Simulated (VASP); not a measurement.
A run of VASP 6.6.1:

File INCAR:

```
SYSTEM = TaN
ALGO = Normal ; EDIFF = 1E-6
ENCUT = 520 ; GGA = PS
ISIF = 2 ; ISMEAR = 0
LASPH = .TRUE. ; LCHARG = .FALSE.
LREAL = .FALSE. ; LWAVE = .FALSE.
NBANDS = 15 ; NELM = 80
PREC = Accurate ; SIGMA = 0.15
```

Contents of KPOINTS:

```
k-points
0
G
  24 24 20
  0 0 0
```

POSCAR

```
TaN
1.0
    2.9239890447      0.0000000000      0.0000000000
   -1.4619945224      2.5322487931      0.0000000000
    0.0000000000      0.0000000000      2.8707276427
Ta N
1 1
Direct
    0.3333333333      0.6666666667      0.5000000000
    0.0000000000      0.0000000000     -0.0522515608
```

Potentials or basis: VASP PAW PBE potentials, release 64 (Ta_pv, N).

The run is started by

```console
$ cat potpaw_PBE.64/Ta_pv/POTCAR potpaw_PBE.64/N/POTCAR > POTCAR
$ mpirun -np 1 vasp_std > vasp.out
```

Hardware: 1 thread of Intel(R) Xeon(R) Platinum 8488C (Sapphire Rapids), with other jobs on the host.

Q: How long does it take, and how much memory?

A: Wall time 2.8 min on 1 thread of Intel(R) Xeon(R) Platinum 8488C (Sapphire Rapids), with other jobs on the host, peak memory 0.45 GiB. Counts: scf iterations 13, k points 1103.
